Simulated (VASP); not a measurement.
Here is a VASP 6.6.1 calculation.

Contents of INCAR:

```
PREC = Accurate
ENCUT = 520
EDIFF = 1E-7
ISMEAR = 0
SIGMA = 0.1
LREAL = Auto
LASPH = True
NELM = 60
ALGO = Normal
ISIF = 2
LWAVE = False
LCHARG = True
GGA = PE
LELF = True
LVHAR = True
NBANDS = 60
```

File KPOINTS:

```
regular mesh
0
Gamma
  4 4 4
```

Contents of POSCAR:

```
MgTl2PtC6N6
1.0
    0.0000000000      5.4408800081      5.4408800081
    5.4408800081      0.0000000000      5.4408800081
    5.4408800081      5.4408800081      0.0000000000
Mg Tl Pt C N
1 2 1 6 6
Direct
    0.5000000000      0.5000000000      0.5000000000
    0.2500000000      0.2500000000      0.2500000000
    0.7500000000      0.7500000000      0.7500000000
    0.0000000000      0.0000000000      0.0000000000
    0.8061815548      0.1938184452      0.1938184452
    0.1938184452      0.8061815548      0.1938184452
    0.1938184452      0.1938184452      0.8061815548
    0.1938184452      0.8061815548      0.8061815548
    0.8061815548      0.1938184452      0.8061815548
    0.8061815548      0.8061815548      0.1938184452
    0.6989154588      0.3010845412      0.3010845412
    0.3010845412      0.6989154588      0.3010845412
    0.3010845412      0.3010845412      0.6989154588
    0.3010845412      0.6989154588      0.6989154588
    0.6989154588      0.3010845412      0.6989154588
    0.6989154588      0.6989154588      0.3010845412
```

Potentials or basis: VASP PAW PBE potentials, release 64 (Mg, Tl_d, Pt, C, N).

The run is started by

```console
$ cat potpaw_PBE.64/Mg/POTCAR potpaw_PBE.64/Tl_d/POTCAR potpaw_PBE.64/Pt/POTCAR potpaw_PBE.64/C/POTCAR potpaw_PBE.64/N/POTCAR > POTCAR
$ mpirun -np 1 vasp_std > vasp.out
```

**Question.** What does it give for the band gap on the k mesh?

**Answer.** Zero (bands 46 and 47 overlap by 0.31 eV).

**Question.** What does it give for the pressure?

**Answer.** 0.4 GPa.

**Question.** What does it give for the largest force?

**Answer.** 0.429 eV/Å.

Forces in eV/Å, atoms in the order of the input:
```
Mg   0.000  0.000  0.000
Tl   0.000  0.000  0.000
Tl   0.000  0.000  0.000
Pt   0.000  0.000  0.000
C   -0.429  0.000  0.000
C    0.000 -0.429  0.000
C    0.000  0.000 -0.429
C    0.429  0.000  0.000
C    0.000  0.429  0.000
C    0.000  0.000  0.429
N    0.426  0.000  0.000
N    0.000  0.426  0.000
N    0.000  0.000  0.426
N   -0.426  0.000  0.000
N    0.000 -0.426  0.000
N    0.000  0.000 -0.426
```

Caveat: spin-orbit coupling is left out, which moves the levels of the heavy elements.
